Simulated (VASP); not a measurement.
# Ti (R-3m) in VASP: notebook, part 2 of 2

VASP 6.6.1. Earlier steps stand in the parts before.

**5. Single point, PBE**

This run uses another cell than the first one: it holds 3 atoms, not 2.

File INCAR:

```
  ALGO = Normal
  EDIFF = 1E-7
  ENCUT = 520
  GGA = PE
  ISIF = 2
  ISMEAR = 0
  LASPH = True
  LCHARG = False
  LREAL = False
  LWAVE = False
  NBANDS = 25
  NELM = 100
  PREC = Accurate
  SIGMA = 0.1
```

File KPOINTS:

```
k-points
0
Gamma
  18 18 18
```

File POSCAR:

```
Ti
1.0
    1.4656434273      0.8461896273      7.0270977954
   -1.4656434273      0.8461896273      7.0270977954
    0.0000000000     -1.6923792546      7.0270977954
Ti
3
Direct
    0.0000000000      0.0000000000      0.0000000000
    0.2228289523      0.2228289523      0.2228289523
    0.7771710477      0.7771710477      0.7771710477
```

Potentials or basis: VASP PAW PBE potentials, release 64 (Ti_sv).

Command:

```bash
cat potpaw_PBE.64/Ti_sv/POTCAR > POTCAR
mpirun -np 1 vasp_std > vasp.out
```

OUTCAR:

```text
EDIFF = 1E-7
   ENCUT = 520
   GGA = PE
   ISIF = 2
   ISMEAR = 0
   LASPH = True
   LREAL = False
   NELM = 100
   PREC = Accurate

 ion  position               nearest neighbor table
   1  0.000  0.000  0.000-   3 2.88   3 2.88   2 2.88   2 2.88   3 2.88   2 2.88
   2  0.223  0.223  0.223-   1 2.88   1 2.88   1 2.88   3 2.91   3 2.91   3 2.91
   3  0.777  0.777  0.777-   1 2.88   1 2.88   1 2.88   2 2.91   2 2.91   2 2.91

  LATTYP: Found a trigonal (rhomboedric) cell.
 ALAT       =     7.2280184676
 COS(alpha) =     0.9177666206

  Lattice vectors:

 A1 = (   1.4656434273,   0.8461896273,   7.0270977954)
 A2 = (  -1.4656434273,   0.8461896273,   7.0270977954)
 A3 = (   0.0000000000,  -1.6923792546,   7.0270977954)

Analysis of symmetry for initial positions (statically):
=====================================================================
 Subroutine PRICEL returns:
 Original cell was already a primitive cell.
[... 160 lines left out ...]
 NGX is ok and might be reduce to    54

 number of electron      36.0000000 magnetization

 Free energy of the ion-electron system (eV)
  ---------------------------------------------------
  ext. energy  EPLUGINS =         0.00000000
  ---------------------------------------------------
  free energy    TOTEN  =       -23.44239968 eV

  energy without entropy =      -23.42393091  energy(sigma->0) =      -23.43316529

 E-fermi :   8.2324     XC(G=0): -11.4819

 val. band max:        8.2317949947   @ k =   0.2222   0.2222   0.1667
 cond. band min:       8.2341936846   @ k =  -0.2222   0.3889   0.2222
 fundamental gap:      0.0023986899
 Fermi energy:         8.2323747367

 k-point     1 :       0.0000    0.0000    0.0000
  band No.  band energies     occupation
      1     -48.5646      2.00000
      2     -48.4806      2.00000
      3     -48.4458      2.00000
      4     -24.9587      2.00000
      5     -24.9500      2.00000
      6     -24.5053      2.00000
[... 661 lines left out ...]
     24      10.1057      0.00000
     25      10.2974      0.00000

 [... further k-points ...]
[... 5 lines left out ...]
  --------------------------------------------------------------------------------------
  -------------------------------------------------------------------------------------
  Total       -0.0824299     -0.0824299     -0.0887144      0.0000000      0.0000000      0.0000000
  in kB       -2.5256448     -2.5256448     -2.7181987      0.0000000      0.0000000      0.0000000
  external PRESSURE =      -2.5898294 kB  Pullay stress =       0.0000000 kB

 VOLUME and BASIS-vectors are now :
 -----------------------------------------------------------------------------
  energy-cutoff  :      520.00
  volume of cell :       52.29
      direct lattice vectors                 reciprocal lattice vectors
     1.465643427  0.846189627  7.027097795     0.341147097  0.196961368  0.047435420
    -1.465643427  0.846189627  7.027097795    -0.341147097  0.196961368  0.047435420
     0.000000000 -1.692379255  7.027097795     0.000000000 -0.393922736  0.047435420

 POSITION                                       TOTAL-FORCE (eV/Angst)
 -----------------------------------------------------------------------------------
      0.00000      0.00000      0.00000        -0.000000      0.000000      0.000000
      0.00000      0.00000      4.69752         0.000000     -0.000000      0.000803
      0.00000      0.00000     16.38377         0.000000      0.000000     -0.000803
 -----------------------------------------------------------------------------------
    total drift:                               -0.000000      0.000000     -0.000000

  FREE ENERGIE OF THE ION-ELECTRON SYSTEM (eV)
  ---------------------------------------------------
  free  energy   TOTEN  =       -23.4423996759 eV

  energy  without entropy=      -23.4239309119  energy(sigma->0) =      -23.43316529
```

stdout:

```text
POSCAR found type information on POSCAR Ti
 POSCAR found :  1 types and       3 ions
 scaLAPACK will be used
 LDA part: xc-table for (Slater+PW92), standard interpolation
 POSCAR, INCAR and KPOINTS ok, starting setup
 FFT: planning ... GRIDC
 FFT: planning ... GRID_SOFT
 FFT: planning ... GRID
 WAVECAR not read
 entering main loop
```

Wall time 48 min (1 thread of AMD EPYC 9R45 (Zen 5), shared host); peak memory 0.79 GiB.

What came out:

```yaml
Free_energy: -23.4424 eV
Pressure: -0.3 GPa
Band_gap_on_the_k_mesh: zero (band 18 reaches 8.97 eV, above the bottom of band 19 at 7.91 eV)
```

**6. Single point, PBE**

This run uses another cell than the first one: it holds 3 atoms, not 2.

File INCAR:

```
SYSTEM = Ti
PREC     = Accurate       ! precision mode
ENCUT    = 520            ! plane-wave cutoff, eV
EDIFF    = 1E-6           ! SCF threshold, eV
ISMEAR   = 0              ! smearing method
SIGMA    = 0.1            ! smearing width, eV
LREAL    = .FALSE.        ! projectors in reciprocal space
LASPH    = .TRUE.         ! aspherical terms in the spheres
NELM     = 100            ! most SCF steps
ALGO     = Normal         ! electronic algorithm
ISIF     = 2              ! what is computed and relaxed
LWAVE    = .FALSE.        ! write WAVECAR
LCHARG   = .FALSE.        ! write CHGCAR
GGA      = PE             ! functional
NBANDS   = 25             ! bands
```

File KPOINTS:

```
regular mesh
0
G
  6 6 6
  0 0 0
```

File POSCAR:

```
Ti
1.0
    1.5245660577      0.8802086238      7.3681320941
   -1.5245660577      0.8802086238      7.3681320941
    0.0000000000     -1.7604172477      7.3681320941
Ti
3
Direct
    0.0000000000      0.0000000000      0.0000000000
    0.2222200000      0.2222200000      0.2222200000
    0.7777800000      0.7777800000      0.7777800000
```

Potentials or basis: VASP PAW PBE potentials, release 64 (Ti_sv).

Command:

```bash
cat potpaw_PBE.64/Ti_sv/POTCAR > POTCAR
mpirun -np 1 vasp_std > vasp.out
```

OUTCAR:

```text
SYSTEM = Ti
   PREC = Accurate
   ENCUT = 520
   EDIFF = 1E-6
   ISMEAR = 0
   LREAL = .FALSE.
   LASPH = .TRUE.
   NELM = 100
   ISIF = 2
   GGA = PE

 ion  position               nearest neighbor table
   1  0.000  0.000  0.000-
   2  0.222  0.222  0.222-
   3  0.778  0.778  0.778-

  LATTYP: Found a trigonal (rhomboedric) cell.
 ALAT       =     7.5755157872
 COS(alpha) =     0.9189975651

  Lattice vectors:

 A1 = (   1.5245660577,   0.8802086238,   7.3681320941)
 A2 = (  -1.5245660577,   0.8802086238,   7.3681320941)
 A3 = (   0.0000000000,  -1.7604172477,   7.3681320941)

Analysis of symmetry for initial positions (statically):
=====================================================================
 Subroutine PRICEL returns:
 Original cell was already a primitive cell.

 Routine SETGRP: Setting up the symmetry group for a
 trigonal (rhombohedral) supercell.

 Subroutine GETGRP returns: Found 12 space group operations
 (whereof 12 operations were pure point group operations)
 out of a pool of 12 trial point group operations.

The static configuration has the point symmetry D_3d.

Analysis of symmetry for dynamics (positions and initial velocities):
=====================================================================
 Subroutine PRICEL returns:
 Original cell was already a primitive cell.

 Routine SETGRP: Setting up the symmetry group for a
 trigonal (rhombohedral) supercell.

 Subroutine GETGRP returns: Found 12 space group operations
 (whereof 12 operations were pure point group operations)
 out of a pool of 12 trial point group operations.

The dynamic configuration has the point symmetry D_3d.

 Subroutine INISYM returns: Found 12 space group operations
 (whereof 12 operations are pure point group operations),
 and found     1 'primitive' translations

----------------------------------------------------------------------------------------

                                     Primitive cell

  volume of cell :      59.3254

  direct lattice vectors                    reciprocal lattice vectors
     1.524566058  0.880208624  7.368132094     0.327962175  0.189349050  0.045239869
    -1.524566058  0.880208624  7.368132094    -0.327962175  0.189349050  0.045239869
     0.000000000 -1.760417248  7.368132094     0.000000000 -0.378698100  0.045239869

  length of vectors
     7.575515787  7.575515787  7.575515787     0.381390740  0.381390740  0.381390740

  position of ions in fractional coordinates (direct lattice)
     0.000000000  0.000000000  0.000000000
     0.222220000  0.222220000  0.222220000
     0.777780000  0.777780000  0.777780000

  ion indices of the primitive-cell ions
   primitive index   ion index
                 1           1
                 2           2
                 3           3

----------------------------------------------------------------------------------------

 KPOINTS: regular mesh

Automatic generation of k-mesh.
 Grid dimensions read from file:
 generate k-points for:    6    6    6

 Generating k-lattice:

  Cartesian coordinates                     Fractional coordinates (reciprocal lattice)
     0.054660362  0.031558175  0.007539978     0.166666667  0.000000000  0.000000000
    -0.054660362  0.031558175  0.007539978     0.000000000  0.166666667  0.000000000
     0.000000000 -0.063116350  0.007539978    -0.000000000 -0.000000000  0.166666667

  Length of vectors
     0.063565123  0.063565123  0.063565123

  Shift w.r.t. Gamma in fractional coordinates (k-lattice)
     0.000000000  0.000000000  0.000000000

 Subroutine IBZKPT returns following result:
 ===========================================

 Found     32 irreducible k-points:

 Following reciprocal coordinates:
            Coordinates               Weight
  0.000000  0.000000  0.000000      1.000000
  0.166667  0.000000  0.000000      6.000000
  0.333333 -0.000000  0.000000      6.000000
  0.500000  0.000000 -0.000000      3.000000
  0.166667  0.166667  0.000000      6.000000
  0.333333  0.166667  0.000000     12.000000
[... 16 lines left out ...]
  0.500000  0.500000  0.166667      6.000000
 -0.333333  0.500000  0.166667     12.000000
 [... further k-points ...]
   k-points           NKPTS =     32   k-points in BZ     NKDIM =     32   number of bands    NBANDS=     25
   number of dos      NEDOS =    301   number of ions     NIONS =      3
   total plane-waves  NPLWV = 175616
   dimension x,y,z NGX =    56 NGY =   56 NGZ =   56
   dimension x,y,z NGXF=   112 NGYF=  112 NGZF=  112
   ions per type =               3
   NGX,Y,Z   is equivalent  to a cutoff of  12.29, 12.29, 12.29 a.u.
   NGXF,Y,Z  is equivalent  to a cutoff of  24.58, 24.58, 24.58 a.u.
 SYSTEM =  Ti
   PREC   = accura    normal or accurate (medium, high low for compatibility)
   ISTART =      0    job   : 0-new  1-cont  2-samecut
   ICHARG =      2    charge: 1-file 2-atom 10-const
   ISPIN  =      1    spin polarized calculation?
   LNONCOLLINEAR =      F non collinear calculations
   LSORBIT =      F    spin-orbit coupling
   LASPH  =      T    aspherical Exc in radial PAW
   ENCUT  =  520.0 eV  38.22 Ry    6.18 a.u.  14.09 14.09 14.09*2*pi/ulx,y,z
   NELM   =    100;   NELMIN=  2; NELMDL= -5     # of ELM steps
   EDIFF  = 0.1E-05   stopping-criterion for ELM
   LREAL  =      F    real-space projection
   EDIFFG = 0.1E-04   stopping-criterion for IOM
   NSW    =      0    number of steps for IOM
   IBRION =     -1    ionic relax: 0-MD 1-quasi-New 2-CG
   NFREE  =      0    steps in history (QN), initial steepest desc. (CG)
   ISIF   =      2    stress and relaxation
   ISYM   =      2    0-nonsym 1-usesym 2-fastsym
   POTIM  = 0.5000    time-step for ionic-motion
   TEBEG  =    0.0;   TEEND  =   0.0 temperature during run
   PSTRESS=    0.0 pullay stress
   NELECT =      36.0000    total number of electrons
   NUPDOWN=      -1.0000    fix difference up-down
   EMIN   =  10.00;   EMAX   =-10.00  energy-range for DOS
   EFERMI =   0.00;   METHOD = LEGACY
   ISMEAR =     0;   SIGMA  =   0.10  broadening in eV -4-tet -1-fermi 0-gaus
   EFERMI_NEDOS =   21; number of points for ismear=-14 and -15
   IALGO  =     38    algorithm
   IMIX   =      4    mixing-type and parameters
     AMIX     =   0.40;   BMIX     =  1.00
     AMIX_MAG =   1.60;   BMIX_MAG =  1.00
  volume/ion in A,a.u.               =      19.78       133.45
  Fermi-wavevector in a.u.,A,eV,Ry     =   1.385997  2.619154 26.136608  1.920987
  Thomas-Fermi vector in A             =   2.510354
   LORBIT       =      0    0 simple, 1 ext, 2 COOP (PROOUT), +10 PAW based schemes
   GGA     = PE    functional components
   LHFCALC =     F    Hartree Fock is set to
   AEXX    =    0.0000 exact exchange contribution
   IVDW    =     0    specifies the selected vdW correction
   LEPSILON=     F    determine dielectric tensor
   LRPA    =     F    only Hartree local field effects (RPA)
 non-spin polarized calculation
 Gauss-broadening in eV      SIGMA  =   0.10
  energy-cutoff  :      520.00
  volume of cell :       59.33
 maximum number of plane-waves:      1624
   NGX = 29   NGY = 29   NGZ = 29

 number of electron      36.0000001 magnetization

 Free energy of the ion-electron system (eV)
  ---------------------------------------------------
  ext. energy  EPLUGINS =         0.00000000
  ---------------------------------------------------
  free energy    TOTEN  =       -23.16566721 eV

  energy without entropy =      -23.14132767  energy(sigma->0) =      -23.15349744

 E-fermi :   7.0006     XC(G=0): -10.9016

 val. band max:        6.9822272311   @ k =  -0.3333   0.3333   0.0000
 cond. band min:       7.0203332821   @ k =   0.5000   0.5000   0.3333
 fundamental gap:      0.0381060510
 Fermi energy:         7.0006321309

 k-point     1 :       0.0000    0.0000    0.0000
  band No.  band energies     occupation
      1     -50.0569      2.00000
      2     -50.0080      2.00000
      3     -49.9861      2.00000
      4     -26.3818      2.00000
      5     -26.3801      2.00000
      6     -26.0861      2.00000
[... 17 lines left out ...]
     24       7.9604      0.00000
     25       8.7107      0.00000

 k-point     2 :       0.1667    0.0000    0.0000
  band No.  band energies     occupation
      1     -50.0416      2.00000
      2     -49.9997      2.00000
      3     -49.9767      2.00000
      4     -26.3846      2.00000
      5     -26.3535      2.00000
      6     -26.1545      2.00000
[... 608 lines left out ...]
 k-point    24 :      -0.3333    0.5000    0.1667
  band No.  band energies     occupation
      1     -49.9885      2.00000
      2     -49.9792      2.00000
      3     -49.9507      2.00000
      4     -26.4016      2.00000
      5     -26.3803      2.00000
      6     -26.3330      2.00000
[... 17 lines left out ...]
     24       9.3160      0.00000
     25       9.5978      0.00000

 [... further k-points ...]
[... 5 lines left out ...]
  --------------------------------------------------------------------------------------
  -------------------------------------------------------------------------------------
  Total       -4.1123716     -4.1123716     -4.1982293      0.0000000      0.0000000      0.0000000
  in kB     -111.0612135   -111.0612135   -113.3799391      0.0000000      0.0000000      0.0000000
  external PRESSURE =    -111.8341220 kB  Pullay stress =       0.0000000 kB

 VOLUME and BASIS-vectors are now :
 -----------------------------------------------------------------------------
  energy-cutoff  :      520.00
  volume of cell :       59.33
      direct lattice vectors                 reciprocal lattice vectors
     1.524566058  0.880208624  7.368132094     0.327962175  0.189349050  0.045239869
    -1.524566058  0.880208624  7.368132094    -0.327962175  0.189349050  0.045239869
     0.000000000 -1.760417248  7.368132094     0.000000000 -0.378698100  0.045239869

 POSITION                                       TOTAL-FORCE (eV/Angst)
 -----------------------------------------------------------------------------------
      0.00000      0.00000      0.00000         0.000000      0.000000      0.000000
      0.00000     -0.00000      4.91204         0.000000     -0.000000      0.068903
      0.00000     -0.00000     17.19236         0.000000      0.000000     -0.068903
 -----------------------------------------------------------------------------------
    total drift:                               -0.000000     -0.000000      0.000000

  FREE ENERGIE OF THE ION-ELECTRON SYSTEM (eV)
  ---------------------------------------------------
  free  energy   TOTEN  =       -23.1656672129 eV

  energy  without entropy=      -23.1413276731  energy(sigma->0) =      -23.15349744
```

Run time: 2.7 min. Hardware: 1 thread of AMD EPYC 9R45 (Zen 5), shared host; peak memory 0.34 GiB.

Results:

- Free energy: -23.1657 eV
- Pressure: -11.2 GPa
- Largest force: 0.069 eV/Å
- Band gap on the k mesh: zero (band 18 reaches 7.64 eV, above the bottom of band 19 at 6.82 eV)

Forces on the atoms (eV/Å):
```
Ti   0.000  0.000  0.000
Ti   0.000  0.000  0.069
Ti   0.000  0.000 -0.069
```

Stress tensor (GPa, compression positive):
```
-11.11   0.00   0.00
  0.00 -11.11   0.00
  0.00   0.00 -11.34
```

Caveat: the k points lie up to 0.40 Å⁻¹ apart.

**7. Overview**

| task | cell | k mesh | cutoff (eV) | gap on the mesh (eV) | pressure (GPa) | relaxed volume (Å³/atom) | largest force (eV/Å) |
| --- | --- | --- | --- | --- | --- | --- | --- |
| relaxation of cell and atoms | relaxed from a = 3.788 Å, angles 57.2°, 2 atoms | 6 × 6 × 6 | 600 | none | 0.2 | 17.32 | - |
| single point | a = 7.265 Å, angles 23.2°, 3 atoms | 6 × 6 × 6 | 520 | none | -0.2 | - | - |
| relaxation of cell and atoms | relaxed from a = 7.576 Å, angles 23.2°, 3 atoms | 6 × 6 × 6 | 600 | none | -0.2 | 17.44 | 0.02 |
| single point | a = 7.228 Å, angles 23.4°, 3 atoms | 18 × 18 × 18 | 520 | none | -0.3 | - | - |
| single point | a = 7.576 Å, angles 23.2°, 3 atoms | 6 × 6 × 6 | 520 | none | -11.2 | - | 0.07 |

Alike in all rows: level PBE; potentials or basis VASP PAW PBE potentials, release 64 (Ti_sv); no spin polarisation; smearing gaussian 0.1 eV.

Caveats: some runs use coarse meshes.

Absolute energies hang on the potentials; compare differences alone.
